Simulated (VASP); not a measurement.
# LaAgS2 (Pmmn) in VASP: notebook

Runs on LaAgS2. Level: PBE. Tasks: single point.

Program: VASP 6.6.1. These are calculated values, not measurements. Logs are shortened: lines on timing, memory, paths and dates and some standing lists are left out, and cuts for length are marked.

### Step 1. The cell of the first run

The structure is orthorhombic, space group Pmmn (No. 59). The conventional cell has a = 4.353 Å, b = 5.623 Å, c = 7.875 Å, α = 90.00°, β = 90.00°, γ = 90.00°. Ag (site symmetry mm2) has 6 S at 2.84 to 3.04 Å and 5 La at 3.66 to 3.84 Å within 3.9 Å. S (site symmetry mm2) has 4 Ag at 2.84 Å and 2 La at 2.84 Å and 6 S at 3.84 to 3.95 Å within 4.0 Å. S (site symmetry mm2) has 4 La at 2.89 to 3.02 Å and 2 Ag at 3.04 Å and 6 S at 3.83 to 3.95 Å within 4.0 Å. La (site symmetry mm2) has 6 S at 2.84 to 3.02 Å and 5 Ag at 3.66 to 3.84 Å within 3.9 Å.

### Step 2. Single point, PBE (24.09 Å³/atom)

Contents of INCAR:

```
SYSTEM = LaAgS2
PREC = Accurate
ENCUT = 520
EDIFF = 1E-7
ISMEAR = 0
SIGMA = 0.01
LREAL = .FALSE.
LASPH = .TRUE.
NELM = 100
ALGO = Normal
ISIF = 2
LWAVE = .FALSE.
LCHARG = .FALSE.
GGA = PE
NBANDS = 44
```

Contents of KPOINTS:

```
Automatic mesh
0
G
  6 4 4
  0 0 0
```

Contents of POSCAR:

```
LaAgS2
1.0
    4.3526243856      0.0000000000      0.0000000000
    0.0000000000      5.6226472006      0.0000000000
    0.0000000000      0.0000000000      7.8746126638
Ag S La
2 4 2
Direct
    0.0000000000      0.0000000000      0.8594073665
    0.5000000000      0.5000000000      0.1405926335
    0.0000000000      0.5000000000      0.9081029592
    0.5000000000      0.0000000000      0.0918970408
    0.0000000000      0.5000000000      0.4100782150
    0.5000000000      0.0000000000      0.5899217850
    0.0000000000      0.0000000000      0.3244924560
    0.5000000000      0.5000000000      0.6755075440
```

Potentials or basis: VASP PAW PBE potentials, release 64 (Ag, S, La).

Started as:

```sh
cat potpaw_PBE.64/Ag/POTCAR potpaw_PBE.64/S/POTCAR potpaw_PBE.64/La/POTCAR > POTCAR
mpirun -np 1 vasp_std > vasp.out
```

OUTCAR:

```text
SYSTEM = LaAgS2
   PREC = Accurate
   ENCUT = 520
   EDIFF = 1E-7
   ISMEAR = 0
   LREAL = .FALSE.
   LASPH = .TRUE.
   NELM = 100
   ISIF = 2
   GGA = PE

 ion  position               nearest neighbor table
   1  0.000  0.000  0.859-   3 2.84   3 2.84   4 2.84   4 2.84   6 3.04   6 3.04
   2  0.500  0.500  0.141-   4 2.84   4 2.84   3 2.84   3 2.84   5 3.04   5 3.04
   3  0.000  0.500  0.908-   1 2.84   1 2.84   2 2.84   2 2.84   8 2.84   8 2.84
   4  0.500  0.000  0.092-   2 2.84   2 2.84   1 2.84   1 2.84   7 2.84   7 2.84
   5  0.000  0.500  0.410-   7 2.89   7 2.89   8 3.02   8 3.02   2 3.04   2 3.04
   6  0.500  0.000  0.590-   8 2.89   8 2.89   7 3.02   7 3.02   1 3.04   1 3.04
   7  0.000  0.000  0.324-   4 2.84   4 2.84   5 2.89   5 2.89   6 3.02   6 3.02
   8  0.500  0.500  0.676-   3 2.84   3 2.84   6 2.89   6 2.89   5 3.02   5 3.02

  LATTYP: Found a simple orthorhombic cell.
 ALAT       =     4.3526243856
 B/A-ratio  =     1.2917832329
 C/A-ratio  =     1.8091643032

  Lattice vectors:

 A1 = (   4.3526243856,   0.0000000000,   0.0000000000)
 A2 = (   0.0000000000,   5.6226472006,   0.0000000000)
 A3 = (   0.0000000000,   0.0000000000,   7.8746126638)

Analysis of symmetry for initial positions (statically):
=====================================================================
 Subroutine PRICEL returns:
 Original cell was already a primitive cell.

 Routine SETGRP: Setting up the symmetry group for a
 simple orthorhombic supercell.

 Subroutine GETGRP returns: Found  8 space group operations
 (whereof  4 operations were pure point group operations)
 out of a pool of  8 trial point group operations.

The static configuration has the point symmetry C_2v.
 The point group associated with its full space group is D_2h.

Analysis of symmetry for dynamics (positions and initial velocities):
=====================================================================
 Subroutine PRICEL returns:
 Original cell was already a primitive cell.

 Routine SETGRP: Setting up the symmetry group for a
 simple orthorhombic supercell.

 Subroutine GETGRP returns: Found  8 space group operations
 (whereof  4 operations were pure point group operations)
 out of a pool of  8 trial point group operations.

The dynamic configuration has the point symmetry C_2v.
 The point group associated with its full space group is D_2h.

 Subroutine INISYM returns: Found  8 space group operations
 (whereof  4 operations are pure point group operations),
 and found     1 'primitive' translations

----------------------------------------------------------------------------------------

                                     Primitive cell

  volume of cell :     192.7175

  direct lattice vectors                    reciprocal lattice vectors
     4.352624386  0.000000000  0.000000000     0.229746450  0.000000000  0.000000000
     0.000000000  5.622647201  0.000000000     0.000000000  0.177852169  0.000000000
     0.000000000  0.000000000  7.874612664     0.000000000  0.000000000  0.126990373

  length of vectors
     4.352624386  5.622647201  7.874612664     0.229746450  0.177852169  0.126990373

  position of ions in fractional coordinates (direct lattice)
     0.000000000  0.000000000  0.859407367
     0.500000000  0.500000000  0.140592633
     0.000000000  0.500000000  0.908102959
     0.500000000  0.000000000  0.091897041
     0.000000000  0.500000000  0.410078215
     0.500000000  0.000000000  0.589921785
     0.000000000  0.000000000  0.324492456
     0.500000000  0.500000000  0.675507544

  ion indices of the primitive-cell ions
   primitive index   ion index
                 1           1
                 2           2
                 3           3
                 4           4
                 5           5
                 6           6
                 7           7
                 8           8

----------------------------------------------------------------------------------------

 KPOINTS: Automatic mesh

Automatic generation of k-mesh.
 Grid dimensions read from file:
 generate k-points for:    6    4    4

 Generating k-lattice:

  Cartesian coordinates                     Fractional coordinates (reciprocal lattice)
     0.038291075  0.000000000  0.000000000     0.166666667  0.000000000  0.000000000
     0.000000000  0.044463042  0.000000000     0.000000000  0.250000000  0.000000000
     0.000000000  0.000000000  0.031747593     0.000000000  0.000000000  0.250000000

  Length of vectors
     0.038291075  0.044463042  0.031747593

  Shift w.r.t. Gamma in fractional coordinates (k-lattice)
     0.000000000  0.000000000  0.000000000

 Subroutine IBZKPT returns following result:
 ===========================================

 Found     36 irreducible k-points:

 Following reciprocal coordinates:
            Coordinates               Weight
  0.000000  0.000000  0.000000      1.000000
  0.166667  0.000000  0.000000      2.000000
  0.333333  0.000000  0.000000      2.000000
  0.500000  0.000000  0.000000      1.000000
  0.000000  0.250000  0.000000      2.000000
  0.166667  0.250000  0.000000      4.000000
[... 16 lines left out ...]
  0.333333  0.500000  0.250000      4.000000
  0.500000  0.500000  0.250000      2.000000
 [... further k-points ...]
   k-points           NKPTS =     36   k-points in BZ     NKDIM =     36   number of bands    NBANDS=     44
   number of dos      NEDOS =    301   number of ions     NIONS =      8
   total plane-waves  NPLWV =  80640
   dimension x,y,z NGX =    32 NGY =   42 NGZ =   60
   dimension x,y,z NGXF=    64 NGYF=   84 NGZF=  120
   ions per type =               2   4   2
   NGX,Y,Z   is equivalent  to a cutoff of  12.22, 12.42, 12.67 a.u.
   NGXF,Y,Z  is equivalent  to a cutoff of  24.44, 24.84, 25.33 a.u.
 SYSTEM =  LaAgS2
   PREC   = accura    normal or accurate (medium, high low for compatibility)
   ISTART =      0    job   : 0-new  1-cont  2-samecut
   ICHARG =      2    charge: 1-file 2-atom 10-const
   ISPIN  =      1    spin polarized calculation?
   LNONCOLLINEAR =      F non collinear calculations
   LSORBIT =      F    spin-orbit coupling
   LASPH  =      T    aspherical Exc in radial PAW
   ENCUT  =  520.0 eV  38.22 Ry    6.18 a.u.   8.09 10.45 14.64*2*pi/ulx,y,z
   NELM   =    100;   NELMIN=  2; NELMDL= -5     # of ELM steps
   EDIFF  = 0.1E-06   stopping-criterion for ELM
   LREAL  =      F    real-space projection
   EDIFFG = 0.1E-05   stopping-criterion for IOM
   NSW    =      0    number of steps for IOM
   IBRION =     -1    ionic relax: 0-MD 1-quasi-New 2-CG
   NFREE  =      0    steps in history (QN), initial steepest desc. (CG)
   ISIF   =      2    stress and relaxation
   ISYM   =      2    0-nonsym 1-usesym 2-fastsym
   POTIM  = 0.5000    time-step for ionic-motion
   TEBEG  =    0.0;   TEEND  =   0.0 temperature during run
   PSTRESS=    0.0 pullay stress
   NELECT =      68.0000    total number of electrons
   NUPDOWN=      -1.0000    fix difference up-down
   EMIN   =  10.00;   EMAX   =-10.00  energy-range for DOS
   EFERMI =   0.00;   METHOD = LEGACY
   ISMEAR =     0;   SIGMA  =   0.01  broadening in eV -4-tet -1-fermi 0-gaus
   EFERMI_NEDOS =   21; number of points for ismear=-14 and -15
   IALGO  =     38    algorithm
   IMIX   =      4    mixing-type and parameters
     AMIX     =   0.40;   BMIX     =  1.00
     AMIX_MAG =   1.60;   BMIX_MAG =  1.00
  volume/ion in A,a.u.               =      24.09       162.57
  Fermi-wavevector in a.u.,A,eV,Ry     =   1.156833  2.186098 18.208173  1.338263
  Thomas-Fermi vector in A             =   2.293450
   LORBIT       =      0    0 simple, 1 ext, 2 COOP (PROOUT), +10 PAW based schemes
   GGA     = PE    functional components
   LHFCALC =     F    Hartree Fock is set to
   AEXX    =    0.0000 exact exchange contribution
   IVDW    =     0    specifies the selected vdW correction
   LEPSILON=     F    determine dielectric tensor
   LRPA    =     F    only Hartree local field effects (RPA)
 non-spin polarized calculation
 Gauss-broadening in eV      SIGMA  =   0.01
  energy-cutoff  :      520.00
  volume of cell :      192.72
 maximum number of plane-waves:      5224
   NGX = 17   NGY = 21   NGZ = 29

 number of electron      67.9999990 magnetization

 Free energy of the ion-electron system (eV)
  ---------------------------------------------------
  ext. energy  EPLUGINS =         0.00000000
  ---------------------------------------------------
  free energy    TOTEN  =       -42.45246914 eV

  energy without entropy =      -42.45246914  energy(sigma->0) =      -42.45246914

 E-fermi :   5.8299     XC(G=0):  -9.8674

 val. band max:        5.7680797443   @ k =   0.5000   0.5000   0.5000
 cond. band min:       7.1557941688   @ k =   0.0000   0.0000   0.0000
 fundamental gap:      1.3877144245
 Fermi energy:         5.8299315563

 k-point     1 :       0.0000    0.0000    0.0000
  band No.  band energies     occupation
      1     -26.3486      2.00000
      2     -26.3301      2.00000
      3     -10.4382      2.00000
      4     -10.2437      2.00000
      5     -10.2073      2.00000
      6     -10.1109      2.00000
[... 36 lines left out ...]
     43       8.5297      0.00000
     44       8.5626      0.00000

 k-point     2 :       0.1667    0.0000    0.0000
  band No.  band energies     occupation
      1     -26.3439      2.00000
      2     -26.3279      2.00000
      3     -10.3845      2.00000
      4     -10.2340      2.00000
      5     -10.2290      2.00000
      6     -10.1138      2.00000
[... 36 lines left out ...]
     43       8.5312      0.00000
     44       8.5712      0.00000

 k-point     3 :       0.3333    0.0000    0.0000
  band No.  band energies     occupation
      1     -26.3337      2.00000
      2     -26.3244      2.00000
      3     -10.3902      2.00000
      4     -10.3521      2.00000
      5     -10.2410      2.00000
      6     -10.1928      2.00000
[... 976 lines left out ...]
     43       8.5169      0.00000
     44       8.5625      0.00000

 k-point    24 :       0.5000    0.5000    0.2500
  band No.  band energies     occupation
      1     -26.3246      2.00000
      2     -26.3246      2.00000
      3     -10.5394      2.00000
      4     -10.5394      2.00000
      5     -10.2195      2.00000
      6     -10.2195      2.00000
[... 36 lines left out ...]
     43       8.5140      0.00000
     44       8.5210      0.00000

 [... further k-points ...]
[... 5 lines left out ...]
  --------------------------------------------------------------------------------------
  -------------------------------------------------------------------------------------
  Total       -2.5712846     -2.4897587     -2.1349691      0.0000000      0.0000000      0.0000000
  in kB      -21.3766427    -20.6988693    -17.7492890      0.0000000      0.0000000      0.0000000
  external PRESSURE =     -19.9416003 kB  Pullay stress =       0.0000000 kB

 VOLUME and BASIS-vectors are now :
 -----------------------------------------------------------------------------
  energy-cutoff  :      520.00
  volume of cell :      192.72
      direct lattice vectors                 reciprocal lattice vectors
     4.352624386  0.000000000  0.000000000     0.229746450  0.000000000  0.000000000
     0.000000000  5.622647201  0.000000000     0.000000000  0.177852169  0.000000000
     0.000000000  0.000000000  7.874612664     0.000000000  0.000000000  0.126990373

 POSITION                                       TOTAL-FORCE (eV/Angst)
 -----------------------------------------------------------------------------------
      0.00000      0.00000      6.76750         0.000000      0.000000      0.041476
      2.17631      2.81132      1.10711         0.000000      0.000000     -0.041476
      0.00000      2.81132      7.15096         0.000000      0.000000     -0.145252
      2.17631      0.00000      0.72365         0.000000      0.000000      0.145252
      0.00000      2.81132      3.22921         0.000000      0.000000      0.026687
      2.17631      0.00000      4.64541         0.000000      0.000000     -0.026687
      0.00000      0.00000      2.55525         0.000000      0.000000     -0.001057
      2.17631      2.81132      5.31936         0.000000      0.000000      0.001057
 -----------------------------------------------------------------------------------
    total drift:                                0.000000     -0.000000      0.000000

  FREE ENERGIE OF THE ION-ELECTRON SYSTEM (eV)
  ---------------------------------------------------
  free  energy   TOTEN  =       -42.4524691436 eV

  energy  without entropy=      -42.4524691436  energy(sigma->0) =      -42.45246914
```

Run time: 5.1 min. Hardware: 1 thread of Intel Xeon Platinum 8488C (Sapphire Rapids), shared host; peak memory 0.46 GiB.

Results:

```
Free energy            : -42.4525 eV
Pressure               : -2.0 GPa
Largest force          : 0.145 eV/Å
Band gap on the k mesh : 1.39 eV (least direct gap 2.05 eV)
```

Forces on the atoms (eV/Å):
```
Ag   0.000  0.000  0.041
Ag   0.000  0.000 -0.041
S    0.000  0.000 -0.145
S    0.000  0.000  0.145
S    0.000  0.000  0.027
S    0.000  0.000 -0.027
La   0.000  0.000 -0.001
La   0.000  0.000  0.001
```

Stress tensor (GPa, compression positive):
```
-2.14  0.00  0.00
 0.00 -2.07  0.00
 0.00  0.00 -1.77
```

Caveat: spin-orbit coupling is left out, which moves the levels of the heavy elements.

### Step 3. Single point, PBE (24.79 Å³/atom)

This run uses another cell than the first one, of 24.79 Å³/atom.

Contents of INCAR:

```
PREC = Accurate
ENCUT = 520
EDIFF = 1E-6
ISMEAR = 0
SIGMA = 0.01
LREAL = False
LASPH = True
NELM = 60
ALGO = Normal
ISIF = 2
LWAVE = False
LCHARG = False
GGA = PE
NBANDS = 44
```

Contents of KPOINTS:

```
regular mesh
0
Gamma
  6 4 4
```

Changes to POSCAR since step 2:

```diff
@@ -2,5 +2,5 @@
 1.0
-    4.3526243856      0.0000000000      0.0000000000
-    0.0000000000      5.6226472006      0.0000000000
-    0.0000000000      0.0000000000      7.8746126638
+    4.3944791108      0.0000000000      0.0000000000
+    0.0000000000      5.6767144328      0.0000000000
+    0.0000000000      0.0000000000      7.9503347385
 Ag S La
```

Potentials or basis: VASP PAW PBE potentials, release 64 (Ag, S, La).

Started as:

```sh
cat potpaw_PBE.64/Ag/POTCAR potpaw_PBE.64/S/POTCAR potpaw_PBE.64/La/POTCAR > POTCAR
mpirun -np 1 vasp_std > vasp.out
```

It took 5 min on 1 thread of Intel Xeon Platinum 8488C (Sapphire Rapids), shared host; peak memory 0.47 GiB.

Results (log left out):

| Property | Result |
| --- | --- |
| Free energy | -42.3556 eV |
| Pressure | -3.6 GPa |
| Largest force | 0.268 eV/Å |
| Band gap on the k mesh | 1.35 eV (least direct gap 2.07 eV) |

Forces in eV/Å, atoms in the order of the input:
```
Ag   0.000  0.000  0.076
Ag   0.000  0.000 -0.076
S    0.000  0.000 -0.268
S    0.000  0.000  0.268
S    0.000  0.000  0.052
S    0.000  0.000 -0.052
La   0.000  0.000 -0.001
La   0.000  0.000  0.001
```

Stress tensor (GPa, compression positive):
```
-3.85  0.00  0.00
 0.00 -3.73  0.00
 0.00  0.00 -3.20
```

Levels at points of the mesh, in eV from the valence-band top:
| k point | band 31 | band 32 | band 33 | band 34 | band 35 | band 36 | band 37 | band 38 |
| --- | --- | --- | --- | --- | --- | --- | --- | --- |
| (0.00, 0.00, 0.00) | -1.30 | -1.22 | -1.09 | -1.07 | 1.35 | 2.09 | 2.24 | 2.33 |
| (0.50, 0.00, 0.00) | -1.70 | -1.70 | -1.01 | -1.01 | 2.12 | 2.12 | 2.24 | 2.24 |
| (0.00, 0.50, 0.00) | -1.26 | -1.26 | -0.62 | -0.62 | 2.07 | 2.07 | 2.59 | 2.59 |
| (0.50, 0.50, 0.00) | -0.94 | -0.94 | -0.35 | -0.35 | 2.40 | 2.40 | 2.47 | 2.47 |
| (0.00, 0.00, 0.50) | -1.29 | -1.10 | -0.62 | -0.61 | 2.31 | 2.33 | 2.36 | 2.42 |
| (0.50, 0.00, 0.50) | -1.66 | -1.66 | -0.75 | -0.75 | 2.16 | 2.16 | 2.21 | 2.21 |
| (0.00, 0.50, 0.50) | -0.64 | -0.64 | -0.13 | -0.13 | 1.94 | 1.94 | 2.52 | 2.52 |
| (0.50, 0.50, 0.50) | -0.76 | -0.76 | 0.00 | 0.00 | 2.34 | 2.34 | 2.55 | 2.55 |

Caveat: the cell stands under tension; spin-orbit coupling is left out, which moves the levels of the heavy elements. A k mesh can miss the band edges.
